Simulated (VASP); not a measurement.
# SiO2 (P4_2/mnm) in VASP: further runs, part 2 of 2

VASP 6.6.1. The steps go on from the part before.

### Step 5. Relaxation of cell and atoms, PBE+D4

This run uses another cell than the first one, of 7.75 Å³/atom.

The input, INCAR:

```
SYSTEM = SiO2
PREC = Accurate
ENCUT = 600
EDIFF = 1E-7
ISMEAR = -1
SIGMA = 0.01
LREAL = .FALSE.
LASPH = .TRUE.
NELM = 80
ALGO = Normal
ISIF = 3
LWAVE = .FALSE.
LCHARG = .FALSE.
GGA = PE
IVDW = 13
IBRION = 2
NSW = 80
EDIFFG = -0.05
```

The input, KPOINTS:

```
Automatic mesh
0
G
  5 5 7
  0 0 0
```

The input, POSCAR:

```
SiO2
1.0
    4.1773000000      0.0000000000      0.0000000000
    0.0000000000      4.1773000000      0.0000000000
    0.0000000000      0.0000000000      2.6652000000
Si O
2 4
Direct
    0.0000000000      0.0000000000      0.0000000000
    0.5000000000      0.5000000000      0.5000000000
    0.3059000000      0.3059000000      0.0000000000
    0.1941000000      0.8059000000      0.5000000000
    0.6941000000      0.6941000000      0.0000000000
    0.8059000000      0.1941000000      0.5000000000
```

Potentials or basis: VASP PAW PBE potentials, release 64 (Si, O).

The run is started by

```bash
cat potpaw_PBE.64/Si/POTCAR potpaw_PBE.64/O/POTCAR > POTCAR
mpirun -np 1 vasp_std > vasp.out
```

OUTCAR:

```text
SYSTEM = SiO2
   PREC = Accurate
   ENCUT = 600
   EDIFF = 1E-7
   ISMEAR = -1
   LREAL = .FALSE.
   LASPH = .TRUE.
   NELM = 80
   ISIF = 3
   GGA = PE
   IVDW = 13
   IBRION = 2
   NSW = 80
   EDIFFG = -0.05

 ion  position               nearest neighbor table
   1  0.000  0.000  0.000-   4 1.76   6 1.76   4 1.76   6 1.76   5 1.81   3 1.81
   2  0.500  0.500  0.500-   3 1.76   5 1.76   3 1.76   5 1.76   4 1.81   6 1.81
   3  0.306  0.306  0.000-   2 1.76   2 1.76   1 1.81
   4  0.194  0.806  0.500-   1 1.76   1 1.76   2 1.81
   5  0.694  0.694  0.000-   2 1.76   2 1.76   1 1.81
   6  0.806  0.194  0.500-   1 1.76   1 1.76   2 1.81

  LATTYP: Found a simple tetragonal cell.
 ALAT       =     4.1773000000
 C/A-ratio  =     0.6380197735

  Lattice vectors:

 A1 = (   4.1773000000,   0.0000000000,   0.0000000000)
 A2 = (   0.0000000000,   4.1773000000,   0.0000000000)
 A3 = (   0.0000000000,   0.0000000000,   2.6652000000)

[... 182 lines left out ...]
  free energy    TOTEN  =       -46.26924520 eV

  energy without entropy =      -46.26924520  energy(sigma->0) =      -46.26924520

------------------------ aborting loop because EDIFF is reached ----------------------------------------

  DFT-D4 for vdW energy calculation

  Edisp (eV):   -1.63098
[... 167 lines left out ...]
--------------------------------------- Ionic step        5  -------------------------------------------

 number of electron      32.0000002 magnetization

 Free energy of the ion-electron system (eV)
  ---------------------------------------------------
  ext. energy  EPLUGINS =         0.00000000
  ---------------------------------------------------
  free energy    TOTEN  =       -46.31034635 eV

  energy without entropy =      -46.31034635  energy(sigma->0) =      -46.31034635

 E-fermi :   8.2432     XC(G=0): -12.1876

 val. band max:        8.0217507834   @ k =   0.0000   0.0000   0.0000
 cond. band min:      13.3299473113   @ k =   0.0000   0.0000   0.0000
 fundamental gap:      5.3081965278
 Fermi energy:         8.2432251672

 k-point     1 :       0.0000    0.0000    0.0000
  band No.  band energies     occupation
      1     -14.3895      2.00000
      2     -10.8341      2.00000
      3     -10.8341      2.00000
      4     -10.6021      2.00000
      5      -2.7687      2.00000
      6       1.6821      2.00000
[... 578 lines left out ...]
  FREE ENERGIE OF THE ION-ELECTRON SYSTEM (eV)
  ---------------------------------------------------
  free  energy   TOTEN  =       -47.9152790412 eV

  energy  without entropy=      -47.9152790412  energy(sigma->0) =      -47.91527904

 reached required accuracy - stopping structural energy minimisation
```

OSZICAR:

```text
N       E                     dE             d eps       ncg     rms          rms(c)
DAV:   1     0.184324463860E+03    0.18432E+03   -0.19808E+04   960   0.173E+03
DAV:   2    -0.432711301532E+02   -0.22760E+03   -0.21824E+03  1356   0.345E+02
[... 41 lines left out ...]
DAV:   2    -0.463103992841E+02   -0.13448E-03   -0.39192E-03  1132   0.505E-01    0.496E-02
DAV:   3    -0.463103546303E+02    0.44654E-04   -0.76941E-05  1108   0.819E-02    0.237E-02
DAV:   4    -0.463103462207E+02    0.84096E-05   -0.33188E-05  1112   0.521E-02    0.449E-03
DAV:   5    -0.463103465131E+02   -0.29236E-06   -0.38843E-06  1088   0.153E-02    0.287E-03
DAV:   6    -0.463103464090E+02    0.10410E-06   -0.68943E-08   636   0.256E-03    0.114E-03
DAV:   7    -0.463103463496E+02    0.59342E-07   -0.41933E-08   548   0.218E-03
   5 F= -.47915279E+02 E0= -.47915279E+02  d E =-.265517E-03
```

It took 2.3 min on 1 thread of Intel Xeon 8259CL, shared host; peak memory 0.18 GiB.

What came out:

* Free energy: -47.9153 eV
* Relaxed volume: 7.89 Å³/atom
* Relaxed cell: a = 4.198 Å, b = 4.198 Å, c = 2.685 Å, α = 90.00°, β = 90.00°, γ = 90.00°
* Space group after relaxing (to 0.1 Å): P4_2/mnm (No. 136)
* Energy gained by relaxing: 2.5 meV/atom
* Ionic steps: 5
* Pressure after relaxing: 0.1 GPa
* Largest force after relaxing: 0.020 eV/Å
* Band gap on the k mesh: 5.31 eV
* Dispersion energy per atom: -0.267 eV

Forces in eV/Å, atoms in the order of the input:
```
Si   0.000  0.000  0.000
Si   0.000  0.000  0.000
O   -0.014 -0.014  0.000
O    0.014 -0.014  0.000
O    0.014  0.014  0.000
O   -0.014  0.014  0.000
```

Stress tensor (GPa, compression positive):
```
 0.21  0.00  0.00
 0.00  0.21  0.00
 0.00  0.00 -0.17
```

Step by step:
```csv
step,energy change (eV),largest force (eV/Å),pressure (GPa),volume (Å³)
1,0.0000,0.0963,5.79,46.51
2,0.0131,0.2704,-7.20,48.42
3,-0.0148,0.0675,0.05,47.30
4,-0.0148,0.0643,0.16,47.28
5,-0.0151,0.0202,0.08,47.33
```

Final structure:
```
Si O
1.0
     4.19810    0.00000    0.00000
     0.00000    4.19810    0.00000
     0.00000    0.00000    2.68544
Si O
2 4
Direct
  0.00000 0.00000 0.00000
  0.50000 0.50000 0.50000
  0.30604 0.30604 0.00000
  0.19396 0.80604 0.50000
  0.69397 0.69397 0.00000
  0.80604 0.19396 0.50000
```

Caveat: the relaxation stopped at a loose force limit of 0.05 eV/Å, so its end isn't a converged minimum.

### Step 6. The runs side by side

| task | level | cell | cutoff (eV) | gap on the mesh (eV) | pressure (GPa) | largest force (eV/Å) |
| --- | --- | --- | --- | --- | --- | --- |
| single point | PBEsol | a = 4.194, b = 4.194, c = 2.678 Å, 6 atoms | 520 | 5.36 | 0.7 | 0.03 |
| single point | PBE+D4 | a = 4.204, b = 4.204, c = 2.682 Å, 6 atoms | 520 | 5.29 | 0.2 | 0.02 |
| single point | r2SCAN | a = 4.185, b = 4.185, c = 2.669 Å, 6 atoms | 520 | 6.51 | 0.4 | 0.02 |
| relaxation of cell and atoms | PBE+D4 | relaxed from a = 4.177, b = 4.177, c = 2.665 Å, 6 atoms | 600 | 5.31 | 0.1 | 0.02 |

Alike in all rows: potentials or basis VASP PAW PBE potentials, release 64 (Si, O); no spin polarisation; k mesh 5 × 5 × 7; smearing fermi-dirac 0.01 eV.

Caveats: the PAW data sets were made with another functional, which shifts forces and pressure a little (at least some runs); the relaxation stopped at a loose force limit of 0.05 eV/Å, so its end isn't a converged minimum (at least some runs).

Total energies depend on the potentials used, so only differences within one code and one set of settings carry meaning.
